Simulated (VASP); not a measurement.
SnTe, 2 atoms in the cell. Symmetry: I4/mmm, No. 139, tetragonal system. Conventional cell: a = 4.601 Å, b = 4.601 Å, c = 6.369 Å, α = 90.00°, β = 90.00°, γ = 90.00°. Within 4.2 Å of Sn (site symmetry 4/mmm) lie 6 Te at 3.18 to 3.25 Å. Te (site symmetry 4/mmm) has 6 Sn at 3.18 to 3.25 Å within 4.2 Å.  This cell differs from its parent crystal: epitaxial xy strain +2.0%.

```yaml
Program: VASP 6.6.1
Task: single point
Functional: r2SCAN
Potentials_or_basis: VASP PAW PBE potentials, release 64 (Sn_d, Te)
Cutoff: 520 eV
k_mesh: 8 × 8 × 8
Occupations: fermi-dirac, width 0.02 eV
Spin: no spin polarisation
Dipole_correction: no
Further_INCAR_settings: ALGO = Normal; EDIFF = 1e-07; NBANDS = 17
```

Potentials or basis: VASP PAW PBE potentials, release 64 (Sn_d, Te).

The run is started by

```console
$ cat potpaw_PBE.64/Sn_d/POTCAR potpaw_PBE.64/Te/POTCAR > POTCAR
$ cp INCAR.step1 INCAR
$ mpirun -np 1 vasp_std > vasp.out
$ cp INCAR.step2 INCAR
$ mpirun -np 1 vasp_std > vasp.out
```

Hardware: 1 thread of Intel(R) Xeon(R) 6975P-C (Granite Rapids) (shared host).

Problem. How long does it take, and how much memory?

Solution. Run time: 2.2 min on 1 thread of Intel(R) Xeon(R) 6975P-C (Granite Rapids), on a shared host, peak memory 0.26 GiB. Counts: k points 59.
